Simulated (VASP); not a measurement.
Wanted: the native input for a VASP 6.6.1 run.

```
Task                   : single point
Functional             : LDA
Potentials or basis    : VASP PAW LDA potentials, release 64 (Ga_d, Sb)
Cutoff                 : 520 eV
k mesh                 : 16 × 16 × 16
Occupations            : gaussian, width 0.15 eV
Spin                   : no spin polarisation
Dipole correction      : no
Further INCAR settings : ALGO = Normal; EDIFF = 1e-06; NBANDS = 16
```

The structure of GaSb lies in POSCAR:

```
GaSb
1.0
   -2.5558000000      2.5558000000      1.4873500000
    2.5558000000     -2.5558000000      1.4873500000
    2.5558000000      2.5558000000     -1.4873500000
Ga Sb
1 1
Direct
    0.2500000000      0.7500000000      0.5000000000
    0.0000000000      0.0000000000      0.0000000000
```

The input as run:

INCAR

```
PREC = Accurate ; ENCUT = 520
EDIFF = 1E-6 ; ISMEAR = 0
SIGMA = 0.15 ; LREAL = False
LASPH = True ; NELM = 100
ALGO = Normal ; ISIF = 2
LWAVE = False ; LCHARG = False
GGA = CA ; NBANDS = 16
```

KPOINTS

```
Automatic mesh
0
Gamma
  16 16 16
```

Potentials or basis: VASP PAW LDA potentials, release 64 (Ga_d, Sb).

Launch:

```console
$ cat potpaw_LDA.64/Ga_d/POTCAR potpaw_LDA.64/Sb/POTCAR > POTCAR
$ mpirun -np 1 vasp_std > vasp.out
```

It gave:

```json
{"Pressure": "12.8 GPa", "Band gap on the k mesh": "zero (band 9 reaches 11.47 eV, above the bottom of band 10 at 5.32 eV)"}
```

Caveat: spin-orbit coupling is left out, which moves the levels of the heavy elements.

Wall time 2.5 min on 1 thread of Intel Xeon 6975P-C (shared host), peak memory 0.34 GiB.
